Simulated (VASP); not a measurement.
# Cu (I4/mmm) in VASP: notebook, part 2 of 2

VASP 6.6.1. The steps go on from the part before.

### Step 4. Single point, PBEsol (uniaxial strain along c: +6.0 %)

The input, INCAR:

```
PREC = Accurate
ENCUT = 520
EDIFF = 1E-7
ISMEAR = 0
SIGMA = 0.1
LREAL = F
LASPH = T
NELM = 80
ALGO = Fast
ISIF = 2
LWAVE = F
LCHARG = F
GGA = PS
NBANDS = 18
```

The input, KPOINTS:

```
Automatic mesh
0
Gamma
  20 20 14
```

The input, POSCAR:

```
Cu
1.0
    1.7549805966      1.7549805966      0.0000000000
   -1.7549805966      1.7549805966      0.0000000000
    0.0000000000      0.0000000000      3.7772171216
Cu
2
Direct
    0.0000000000      0.0000000000      0.0000000000
    0.5000000000      0.5000000000      0.5000000000
```

Potentials or basis: VASP PAW PBE potentials, release 64 (Cu).

The run is started by

```console
$ cat potpaw_PBE.64/Cu/POTCAR > POTCAR
$ mpirun -np 1 vasp_std > vasp.out
```

OUTCAR:

```text
PREC = Accurate
   ENCUT = 520
   EDIFF = 1E-7
   ISMEAR = 0
   LREAL = F
   LASPH = T
   NELM = 80
   ISIF = 2
   GGA = PS

 ion  position               nearest neighbor table
   1  0.000  0.000  0.000-   2 2.58   2 2.58   2 2.58   2 2.58   2 2.58   2 2.58   2 2.58   2 2.58

   2  0.500  0.500  0.500-   1 2.58   1 2.58   1 2.58   1 2.58   1 2.58   1 2.58   1 2.58   1 2.58

  LATTYP: Found a simple tetragonal cell.
 ALAT       =     2.4819173614
 C/A-ratio  =     1.5218947981

  Lattice vectors:

 A1 = (   1.7549805966,   1.7549805966,   0.0000000000)
 A2 = (  -1.7549805966,   1.7549805966,   0.0000000000)
 A3 = (   0.0000000000,   0.0000000000,   3.7772171216)

Analysis of symmetry for initial positions (statically):
=====================================================================
 Subroutine PRICEL returns following result:

  LATTYP: Found a body centered tetragonal cell.
 ALAT       =     2.4819173614
 C/A-ratio  =     1.5218947981

  Lattice vectors:

 A1 = (   1.7549805966,   0.0000000000,  -1.8886085608)
 A2 = (  -1.7549805966,   0.0000000000,  -1.8886085608)
 A3 = (   0.0000000000,   1.7549805966,   1.8886085608)

   2 primitive cells build up your supercell.

 Routine SETGRP: Setting up the symmetry group for a
 simple tetragonal supercell.

 Subroutine GETGRP returns: Found 16 space group operations
 (whereof 16 operations were pure point group operations)
 out of a pool of 16 trial point group operations.

The static configuration has the point symmetry D_4h.

Analysis of symmetry for dynamics (positions and initial velocities):
=====================================================================
 Subroutine PRICEL returns following result:

  LATTYP: Found a body centered tetragonal cell.
 ALAT       =     2.4819173614
 C/A-ratio  =     1.5218947981

[... 127 lines left out ...]
   EFERMI =   0.00;   METHOD = LEGACY
   ISMEAR =     0;   SIGMA  =   0.10  broadening in eV -4-tet -1-fermi 0-gaus
   EFERMI_NEDOS =   21; number of points for ismear=-14 and -15
   IALGO  =     68    algorithm
   IMIX   =      4    mixing-type and parameters
     AMIX     =   0.40;   BMIX     =  1.00
     AMIX_MAG =   1.60;   BMIX_MAG =  1.00
  volume/ion in A,a.u.               =      11.63        78.51
  Fermi-wavevector in a.u.,A,eV,Ry     =   1.606819  3.036447 35.128422  2.581866
  Thomas-Fermi vector in A             =   2.702946
   LORBIT       =      0    0 simple, 1 ext, 2 COOP (PROOUT), +10 PAW based schemes
   GGA     = PS    functional components
   LHFCALC =     F    Hartree Fock is set to
   AEXX    =    0.0000 exact exchange contribution
   IVDW    =     0    specifies the selected vdW correction
   LEPSILON=     F    determine dielectric tensor
   LRPA    =     F    only Hartree local field effects (RPA)
 non-spin polarized calculation
 RMM-DIIS sequential band-by-band and
 Gauss-broadening in eV      SIGMA  =   0.10
  energy-cutoff  :      520.00
  volume of cell :       23.27
 maximum number of plane-waves:       653
   NGX =  9   NGY =  9   NGZ = 15

 number of electron      21.9999953 magnetization

 Free energy of the ion-electron system (eV)
  ---------------------------------------------------
  ext. energy  EPLUGINS =         0.00000000
  ---------------------------------------------------
  free energy    TOTEN  =        -8.59296380 eV

  energy without entropy =       -8.58898818  energy(sigma->0) =       -8.59097599

 E-fermi :   7.5809     XC(G=0): -12.9956

 val. band max:        7.5716134490   @ k =   0.5000   0.1000   0.2143
 cond. band min:       7.5826512724   @ k =   0.4000   0.1000   0.4286
 fundamental gap:      0.0110378234
 Fermi energy:         7.5808516287

 k-point     1 :       0.0000    0.0000    0.0000
  band No.  band energies     occupation
      1      -1.9154      2.00000
      2       2.5402      2.00000
      3       3.0947      2.00000
      4       4.2653      2.00000
      5       4.6521      2.00000
      6       4.6521      2.00000
[... 481 lines left out ...]
      5       4.5618      2.00000
      6       4.6518      2.00000
[... 10 lines left out ...]
     17      26.6825      0.00000
     18      30.0524      0.00000

 [... further k-points ...]

------------------------ aborting loop because EDIFF is reached ----------------------------------------

  FORCE on cell =-STRESS in cart. coord.  units (eV):
  Direction    XX          YY          ZZ          XY          YZ          ZX
  --------------------------------------------------------------------------------------
  -------------------------------------------------------------------------------------
  Total       -0.2205209     -0.2205209     -1.0406351      0.0000000     -0.0000000      0.0000000
  in kB      -15.1849622    -15.1849622    -71.6576356      0.0000000     -0.0000000      0.0000000
  external PRESSURE =     -34.0091867 kB  Pullay stress =       0.0000000 kB

 VOLUME and BASIS-vectors are now :
 -----------------------------------------------------------------------------
  energy-cutoff  :      520.00
  volume of cell :       23.27
      direct lattice vectors                 reciprocal lattice vectors
     1.754980597  1.754980597  0.000000000     0.284903435  0.284903435  0.000000000
    -1.754980597  1.754980597  0.000000000    -0.284903435  0.284903435  0.000000000
     0.000000000  0.000000000  3.777217122     0.000000000  0.000000000  0.264745173

 POSITION                                       TOTAL-FORCE (eV/Angst)
 -----------------------------------------------------------------------------------
      0.00000      0.00000      0.00000         0.000000     -0.000000      0.000000
      0.00000      1.75498      1.88861        -0.000000      0.000000     -0.000000
 -----------------------------------------------------------------------------------
    total drift:                                0.000000     -0.000000     -0.000000

  FREE ENERGIE OF THE ION-ELECTRON SYSTEM (eV)
  ---------------------------------------------------
  free  energy   TOTEN  =        -8.5929637998 eV

  energy  without entropy=       -8.5889881823  energy(sigma->0) =       -8.59097599
```

OSZICAR:

```text
N       E                     dE             d eps       ncg     rms          rms(c)
DAV:   1     0.120542678629E+03    0.12054E+03   -0.10656E+04 21008   0.220E+03
DAV:   2    -0.445201915373E+01   -0.12499E+03   -0.11864E+03 19062   0.288E+02
DAV:   3    -0.106985574836E+02   -0.62465E+01   -0.59834E+01 21232   0.868E+01
DAV:   4    -0.107682056063E+02   -0.69648E-01   -0.69592E-01 22050   0.980E+00
DAV:   5    -0.107691418609E+02   -0.93625E-03   -0.93622E-03 23268   0.978E-01    0.119E+01
RMM:   6    -0.939858407631E+01    0.13706E+01   -0.12833E+01 22207   0.633E+01    0.676E+00
RMM:   7    -0.861508236727E+01    0.78350E+00   -0.22761E+00 21963   0.277E+01    0.148E+00
RMM:   8    -0.859628951270E+01    0.18793E-01   -0.73950E-02 22889   0.249E+00    0.424E-01
RMM:   9    -0.859271890397E+01    0.35706E-02   -0.16637E-02 22879   0.237E+00    0.354E-02
RMM:  10    -0.859295417055E+01   -0.23527E-03   -0.24127E-03 23648   0.552E-01    0.320E-02
RMM:  11    -0.859297010304E+01   -0.15932E-04   -0.27491E-04 24041   0.211E-01    0.346E-02
RMM:  12    -0.859296071148E+01    0.93916E-05   -0.82116E-05 24628   0.123E-01    0.555E-03
RMM:  13    -0.859296408322E+01   -0.33717E-05   -0.28662E-05 23794   0.503E-02    0.461E-03
RMM:  14    -0.859296439878E+01   -0.31556E-06   -0.32198E-06 22307   0.196E-02    0.520E-03
RMM:  15    -0.859296397111E+01    0.42767E-06   -0.16660E-06 22352   0.194E-02    0.767E-04
RMM:  16    -0.859296380668E+01    0.16443E-06   -0.42055E-07 14720   0.570E-03    0.284E-04
RMM:  17    -0.859296379979E+01    0.68903E-08   -0.63685E-08 11851   0.354E-03
   1 F= -.85929638E+01 E0= -.85909760E+01  d E =-.397562E-02
```

Wall time 2.2 min (1 thread of Intel Xeon Platinum 8488C (Sapphire Rapids), shared host); peak memory 0.27 GiB.

Results:

* Free energy: -8.5930 eV
* Pressure: -3.4 GPa
* Band gap on the k mesh: zero (band 11 reaches 13.89 eV, above the bottom of band 12 at 5.75 eV)

Caveat: the cell differs from its parent crystal (uniaxial strain along c: +6.0 %); the PAW data sets were made with another functional, which shifts forces and pressure a little.

### Step 5. The runs side by side

```tsv
cell	further INCAR settings	gap on the mesh (eV)	pressure (GPa)
a = 2.466, b = 2.466, c = 3.777 Å, 2 atoms	ALGO = Fast; EDIFF = 1e-06; NBANDS = 18	none	-0.9
a = 2.495, b = 2.495, c = 3.706 Å, 2 atoms	ALGO = Fast; EDIFF = 1e-07; NBANDS = 18	none	-2.5
a = 2.482, b = 2.482, c = 3.777 Å, 2 atoms	ALGO = Fast; EDIFF = 1e-07; NBANDS = 18	none	-3.4
```

Alike in all rows: task single point; level PBEsol; potentials or basis VASP PAW PBE potentials, release 64 (Cu); no spin polarisation; k mesh 20 × 20 × 14; cutoff (eV) 520; smearing gaussian 0.1 eV.

Caveats: the PAW data sets were made with another functional, which shifts forces and pressure a little.

Total energies depend on the potentials used, so only differences within one code and one set of settings carry meaning.
